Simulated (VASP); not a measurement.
A run of VASP 6.6.1 is set up as follows.

The input INCAR:

```
PREC     = Accurate       # precision mode
ENCUT    = 520            # plane-wave cutoff, eV
EDIFF    = 1E-7           # SCF threshold, eV
ISMEAR   = -1             # smearing method
SIGMA    = 0.1            # smearing width, eV
LREAL    = F              # projectors in reciprocal space
LASPH    = T              # aspherical terms in the spheres
NELM     = 60             # most SCF steps
ALGO     = Normal         # electronic algorithm
ISIF     = 2              # what is computed and relaxed
LWAVE    = F              # write WAVECAR
LCHARG   = F              # write CHGCAR
GGA      = PS             # functional
NBANDS   = 46             # bands
```

KPOINTS

```
Automatic mesh
0
Gamma
  4 4 4
```

The input POSCAR:

```
Rb
1.0
    8.8656348752      0.0000000000      0.0000000000
    0.0000000000      8.8656348752      0.0000000000
    0.0000000000      0.0000000000      8.8656348752
Rb
8
Direct
    0.0000000000      0.0000000000      0.0000000000
    0.5000000000      0.5000000000      0.5000000000
    0.2500000000      0.0000000000      0.5000000000
    0.7500000000      0.0000000000      0.5000000000
    0.5000000000      0.2500000000      0.0000000000
    0.5000000000      0.7500000000      0.0000000000
    0.0000000000      0.5000000000      0.2500000000
    0.0000000000      0.5000000000      0.7500000000
```

Potentials or basis: VASP PAW PBE potentials, release 64 (Rb_sv).

Run with:

```sh
$ cat potpaw_PBE.64/Rb_sv/POTCAR > POTCAR
$ mpirun -np 1 vasp_std > vasp.out
```

Q: Estimate the pressure.

A: 0.0 GPa.

Q: Predict the band gap on the k mesh.

A: Zero (bands 36 and 37 overlap by 0.68 eV).

Caveat: the PAW data sets were made with another functional, which shifts forces and pressure a little.
